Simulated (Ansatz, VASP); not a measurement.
## Two plane-wave programs on BAs

Contents of POSCAR:

```
BAs
1.0
    0.0000000000      2.3918676074      2.3918676074
    2.2722742270      0.0000000000      2.3918676074
    2.2722742270      2.3918676074      0.0000000000
B As
1 1
Direct
    0.0000000000      0.0000000000      0.0000000000
    0.2500000000      0.2500000000      0.2500000000
```

File INCAR.step1:

```
SYSTEM = BAs
PREC = Accurate
ENCUT = 520
EDIFF = 1E-5
ISMEAR = 0
SIGMA = 0.01
LREAL = .False.
LASPH = .True.
NELM = 100
ALGO = Normal
ISIF = 2
LWAVE = .True.
NBANDS = 11
GGA = PE
```

The input INCAR.step2:

```
SYSTEM = BAs
PREC = Accurate
ENCUT = 520
EDIFF = 1E-6
ISMEAR = 0
SIGMA = 0.01
LREAL = .False.
LASPH = .True.
NELM = 100
ALGO = Normal
ISIF = 2
LWAVE = .False.
LCHARG = .True.
GGA = PE
LHFCALC = .True.
HFSCREEN = 0.2079
PRECFOCK = Normal
LELF = .True.
LVHAR = .True.
NBANDS = 11
ISTART = 1
```

The input KPOINTS:

```
regular mesh
0
Gamma
  6 6 6
  0 0 0
```

Input for Ansatz:

```yaml
crystal:
  lattice:
    - [0.0, 2.3918676074, 2.3918676074]
    - [2.272274227, 0.0, 2.3918676074]
    - [2.272274227, 2.3918676074, 0.0]
  atoms:
    - { symbol: B, position: [0.0, 0.0, 0.0] }
    - { symbol: As, position: [0.25, 0.25, 0.25] }
kpoints:
  mp_grid: { grid: [6, 6, 6] }
  band_path:
    path:
      - [0.0, 0.0, 0.0]
      - [-0.5, -0.5, 0.0]
      - [-0.375, -0.375, 0.25]
      - [-0.375, 0.0, 0.375]
      - [0.0, 0.0, 0.5]
      - [-0.5, -0.25, 0.25]
      - [0.0, 0.401042, 0.401042]
    npoints: 1
hamiltonian:
  xc: hse06
scf:
  occupations: { method: fixed }
  n_extra_bands: 4
output:
  forces: true
  stress: true
  eigenvalues: true
```

Change from the starting cell: uniaxial_x strain -5.0%.

Alike in both runs: task single point; functional HSE06; k mesh 6 × 6 × 6; no spin polarisation.

```csv
,VASP,Ansatz
version,VASP 6.6.1,Ansatz 0.2.0
potentials or method,"VASP PAW PBE potentials, release 64 (B, As)","plane waves, PAW"
plane-wave cutoff (eV),520,420
occupations,"gaussian, width 0.01 eV",fixed
valence electrons in the cell,8,18
```

|  | VASP | Ansatz | Ansatz less VASP |
| --- | --- | --- | --- |
| gap on the k mesh at the Fermi level (eV) | 1.10 | 1.09 | -0.009 |
| pressure (GPa) | 6.9 | 6.9 | +0.05 |
| traceless stress, the component that is largest in VASP (GPa) | 7.29 | 7.29 | -0.003 |

VASP's potentials hold 8 valence electrons a cell and Ansatz's 18, so a difference there can come from the potentials and not from the codes. Ansatz's warnings: stress exchange threshold loose, stress scf threshold loose.
